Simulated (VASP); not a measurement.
Cu5Si3, 24 atoms in the cell. The cell holds a disordered packing, 24 atoms: a = 6.705 Å, b = 6.774 Å, c = 6.900 Å, α = 89.74°, β = 92.09°, γ = 87.50°. 

| Quantity | Value |
| --- | --- |
| Program | VASP 6.6.1 |
| Task | single point |
| Functional | PBE |
| Potentials or basis | VASP PAW PBE potentials, release 64 (Cu, Si) |
| Cutoff | 400 eV |
| k mesh | 1 × 1 × 1, shifted |
| Occupations | fermi-dirac, width 0.1853 eV |
| Spin | no spin polarisation |
| Dipole correction | no |
| Mended | yes |
| Further INCAR settings | LREAL = Auto; ALGO = Normal; EDIFF = 1e-06; NBANDS = 118; ISYM = -1 |

Potentials or basis: VASP PAW PBE potentials, release 64 (Cu, Si).

The run is started by

```sh
$ cat potpaw_PBE.64/Cu/POTCAR potpaw_PBE.64/Si/POTCAR > POTCAR
$ mpirun -np 1 vasp_std > vasp.out
```

Hardware: 1 thread of Intel(R) Xeon(R) 6975P-C (Granite Rapids) (shared host).

Q: How long does it take, and how much memory?

A: Wall time 74 s on 1 thread of Intel(R) Xeon(R) 6975P-C (Granite Rapids), on a shared host, peak memory 0.31 GiB. Counts: scf iterations 21, k points 1.
